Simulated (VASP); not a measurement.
# Mn3Si (Fm-3m) in VASP: notebook, part 3 of 3

VASP 6.6.1.

### 6 Single point, LDA, collinear spin, ferromagnetic start (8.66 Å³/atom)

This run uses another cell than the first one, of 8.66 Å³/atom.

INCAR reads:

```
PREC     = Accurate       # precision mode
ENCUT    = 520            # plane-wave cutoff, eV
EDIFF    = 1E-7           # SCF threshold, eV
ISMEAR   = -1             # smearing method
SIGMA    = 0.05           # smearing width, eV
LREAL    = F              # projectors in reciprocal space
LASPH    = T              # aspherical terms in the spheres
NELM     = 150            # most SCF steps
ALGO     = Normal         # electronic algorithm
ISIF     = 2              # what is computed and relaxed
LWAVE    = F              # write WAVECAR
LCHARG   = F              # write CHGCAR
ISPIN    = 2              # spin polarisation
MAGMOM   = 4 4 4 0        # initial moments
LORBIT   = 11             # projections on sites
LMAXMIX  = 4              # l up to which the mixer works
NBANDS   = 34             # bands
```

KPOINTS reads:

```
Automatic mesh
0
Gamma
  10 10 10
```

POSCAR reads:

```
Mn3Si
1.0
    0.0000000000      2.5877864294      2.5877864294
    2.5877864294      0.0000000000      2.5877864294
    2.5877864294      2.5877864294      0.0000000000
Mn Si
3 1
Direct
    0.5000000000      0.5000000000      0.5000000000
    0.2500000000      0.2500000000      0.2500000000
    0.7500000000      0.7500000000      0.7500000000
    0.0000000000      0.0000000000      0.0000000000
```

Potentials or basis: VASP PAW LDA potentials, release 64 (Mn_pv, Si).

The run is started by

```
$ cat potpaw_LDA.64/Mn_pv/POTCAR potpaw_LDA.64/Si/POTCAR > POTCAR
$ mpirun -np 1 vasp_std > vasp.out
```

OUTCAR:

```text
PREC = Accurate
   ENCUT = 520
   EDIFF = 1E-7
   ISMEAR = -1
   LREAL = F
   LASPH = T
   NELM = 150
   ISIF = 2
   ISPIN = 2
   LORBIT = 11

 ion  position               nearest neighbor table
   1  0.500  0.500  0.500-   2 2.24   3 2.24   2 2.24   2 2.24   2 2.24   3 2.24   3 2.24   3 2.24
                             4 2.59   4 2.59   4 2.59   4 2.59   4 2.59   4 2.59
   2  0.250  0.250  0.250-   1 2.24   4 2.24   4 2.24   4 2.24   4 2.24   1 2.24   1 2.24   1 2.24
                             3 2.59   3 2.59   3 2.59   3 2.59   3 2.59   3 2.59
   3  0.750  0.750  0.750-   1 2.24   4 2.24   1 2.24   1 2.24   1 2.24   4 2.24   4 2.24   4 2.24
                             2 2.59   2 2.59   2 2.59   2 2.59   2 2.59   2 2.59
   4  0.000  0.000  0.000-   2 2.24   3 2.24   3 2.24   3 2.24   3 2.24   2 2.24   2 2.24   2 2.24
                             1 2.59   1 2.59   1 2.59   1 2.59   1 2.59   1 2.59

  LATTYP: Found a face centered cubic cell.
 ALAT       =     5.1755728588

  Lattice vectors:

 A1 = (   0.0000000000,   2.5877864294,   2.5877864294)
 A2 = (   2.5877864294,   0.0000000000,   2.5877864294)
 A3 = (   2.5877864294,   2.5877864294,   0.0000000000)

Analysis of symmetry for initial positions (statically):
=====================================================================
 Subroutine PRICEL returns:
 Original cell was already a primitive cell.

 Routine SETGRP: Setting up the symmetry group for a
 face centered cubic supercell.

 Subroutine GETGRP returns: Found 48 space group operations
 (whereof 48 operations were pure point group operations)
 out of a pool of 48 trial point group operations.

The static configuration has the point symmetry O_h .

Analysis of symmetry for dynamics (positions and initial velocities):
=====================================================================
 Subroutine PRICEL returns:
 Original cell was already a primitive cell.

 Routine SETGRP: Setting up the symmetry group for a
 face centered cubic supercell.

 Subroutine GETGRP returns: Found 48 space group operations
 (whereof 48 operations were pure point group operations)
 out of a pool of 48 trial point group operations.

The dynamic configuration has the point symmetry O_h .
[... 171 lines left out ...]
 Fermi energy:        14.8171164720

 spin component 1

 k-point     1 :       0.0000    0.0000    0.0000
  band No.  band energies     occupation
      1     -33.7094      1.00000
      2     -33.7094      1.00000
      3     -33.7094      1.00000
      4     -32.8281      1.00000
      5     -32.8281      1.00000
      6     -32.8281      1.00000
[... 853 lines left out ...]
     32      25.9825      0.00000
     33      28.0217      0.00000

 [... further k-points ...]

 spin component 2

 k-point     1 :       0.0000    0.0000    0.0000
  band No.  band energies     occupation
      1     -33.5370      1.00000
      2     -33.5370      1.00000
      3     -33.5370      1.00000
      4     -32.8115      1.00000
      5     -32.8115      1.00000
      6     -32.8115      1.00000
[... 853 lines left out ...]
     32      26.0029      0.00000
     33      28.0662      0.00000

 [... further k-points ...]

 [bands above 33 left out]

------------------------ aborting loop because EDIFF is reached ----------------------------------------

  FORCE on cell =-STRESS in cart. coord.  units (eV):
  Direction    XX          YY          ZZ          XY          YZ          ZX
  --------------------------------------------------------------------------------------
  -------------------------------------------------------------------------------------
  Total       15.7215764     15.7215764     15.7215764      0.0000000     -0.0000000      0.0000000
  in kB      726.7606172    726.7606172    726.7606172      0.0000000     -0.0000000      0.0000000
  external PRESSURE =     726.7606172 kB  Pullay stress =       0.0000000 kB

 VOLUME and BASIS-vectors are now :
 -----------------------------------------------------------------------------
  energy-cutoff  :      520.00
  volume of cell :       34.66
      direct lattice vectors                 reciprocal lattice vectors
     0.000000000  2.587786429  2.587786429    -0.193215327  0.193215327  0.193215327
     2.587786429  0.000000000  2.587786429     0.193215327 -0.193215327  0.193215327
     2.587786429  2.587786429  0.000000000     0.193215327  0.193215327 -0.193215327

 POSITION                                       TOTAL-FORCE (eV/Angst)
 -----------------------------------------------------------------------------------
      2.58779      2.58779      2.58779         0.000000      0.000000     -0.000000
      1.29389      1.29389      1.29389        -0.000000     -0.000000     -0.000000
      3.88168      3.88168      3.88168         0.000000      0.000000      0.000000
      0.00000      0.00000      0.00000         0.000000      0.000000     -0.000000
 -----------------------------------------------------------------------------------
    total drift:                                0.000000      0.000000      0.000000

  FREE ENERGIE OF THE ION-ELECTRON SYSTEM (eV)
  ---------------------------------------------------
  free  energy   TOTEN  =       -36.3850682757 eV

  energy  without entropy=      -36.3480834122  energy(sigma->0) =      -36.36657584

 total charge

# of ion       s       p       d       tot
------------------------------------------
    1        0.497   6.586   5.390  12.473
    2        0.451   6.570   5.606  12.627
    3        0.451   6.570   5.606  12.627
    4        0.764   1.098   0.000   1.862
--------------------------------------------------
tot          2.164  20.824  16.601  39.589

 magnetization (x)

# of ion       s       p       d       tot
------------------------------------------
    1        0.001   0.002   0.188   0.191
    2        0.000  -0.001   0.016   0.015
    3        0.000  -0.001   0.016   0.015
    4        0.002   0.000   0.000   0.002
--------------------------------------------------
tot          0.003   0.001   0.220   0.224
```

OSZICAR:

```text
N       E                     dE             d eps       ncg     rms          rms(c)
DAV:   1     0.495433297302E+03    0.49543E+03   -0.23041E+04  6600   0.175E+03
[... 13 lines left out ...]
DAV:  15    -0.363860751242E+02    0.40794E-03   -0.17915E-04  6526   0.181E-01    0.185E-01
DAV:  16    -0.363851229082E+02    0.95222E-03   -0.27052E-03  6650   0.668E-01    0.777E-02
DAV:  17    -0.363850783205E+02    0.44588E-04   -0.44976E-04  7686   0.192E-01    0.441E-02
DAV:  18    -0.363850655385E+02    0.12782E-04   -0.13344E-04  7374   0.118E-01    0.189E-02
DAV:  19    -0.363850680333E+02   -0.24948E-05   -0.26332E-05  7258   0.363E-02    0.124E-02
DAV:  20    -0.363850681819E+02   -0.14860E-06   -0.32695E-06  7828   0.179E-02    0.563E-03
DAV:  21    -0.363850682757E+02   -0.93763E-07   -0.48476E-07  6110   0.555E-03
   1 F= -.36385068E+02 E0= -.36366576E+02  d E =-.369849E-01  mag=     0.2297
```

It took 73 s on 1 thread of Intel Xeon 6975P-C (Granite Rapids), shared host; peak memory 0.2 GiB.

Results:

| Quantity | Value |
| --- | --- |
| Free energy | -36.3851 eV |
| Pressure | 72.7 GPa |
| Net moment | 0.23 μB per cell |
| Site moments | Mn +0.19, +0.01 (each value once); Si +0.00 μB |
| Valence electrons inside the program's atomic spheres | Mn 12.47, 12.63 (each value once); Si 1.86 |

Levels at points of the mesh, in eV from the Fermi level:
Spin up:
| k point | band 19 | band 20 | band 21 | band 22 | band 23 | band 24 | band 25 | band 26 |
| --- | --- | --- | --- | --- | --- | --- | --- | --- |
| (0.00, 0.00, 0.00) | 0.42 | 0.42 | 0.42 | 0.55 | 0.55 | 1.47 | 1.47 | 6.35 |
| (0.50, 0.00, 0.00) | -1.41 | -1.41 | -1.14 | 0.43 | 0.43 | 0.76 | 0.76 | 1.27 |
| (0.50, 0.50, 0.00) | -2.13 | -0.55 | -0.55 | 0.11 | 0.41 | 0.45 | 1.12 | 1.12 |
Spin down:
| k point | band 18 | band 19 | band 20 | band 21 | band 22 | band 23 | band 24 | band 25 |
| --- | --- | --- | --- | --- | --- | --- | --- | --- |
| (0.00, 0.00, 0.00) | -2.92 | 0.44 | 0.44 | 0.44 | 0.71 | 0.71 | 1.49 | 1.49 |
| (0.50, 0.00, 0.00) | -2.54 | -1.40 | -1.40 | -1.12 | 0.59 | 0.59 | 0.82 | 0.82 |
| (0.50, 0.50, 0.00) | -3.02 | -1.95 | -0.53 | -0.53 | 0.31 | 0.43 | 0.53 | 1.19 |

Caveat: the cell stands under pressure.

### 7 The runs side by side

| spin | cell | smearing | gap on the mesh (eV) | pressure (GPa) | moment (μB) |
| --- | --- | --- | --- | --- | --- |
| off | a = 4.177 Å, angles 60.0°, 4 atoms | fermi-dirac 0.05 eV | none | -41.7 | - |
| off | a = 4.358 Å, angles 60.0°, 4 atoms | fermi-dirac 0.05 eV | none | -48.3 | - |
| collinear, ferromagnetic start | a = 3.523 Å, angles 60.0°, 4 atoms | methfessel-paxton 0.005 eV | none | 157.3 | 0.14 |
| collinear, ferromagnetic start | a = 3.660 Å, angles 60.0°, 4 atoms | fermi-dirac 0.05 eV | none | 72.7 | 0.23 |

Alike in all rows: task single point; level LDA; potentials or basis VASP PAW LDA potentials, release 64 (Mn_pv, Si); k mesh 10 × 10 × 10; cutoff (eV) 520.

Caveats: the cell stands under tension (at least some runs); the cell stands under pressure (at least some runs).

Total energies depend on the potentials used, so only differences within one code and one set of settings carry meaning.
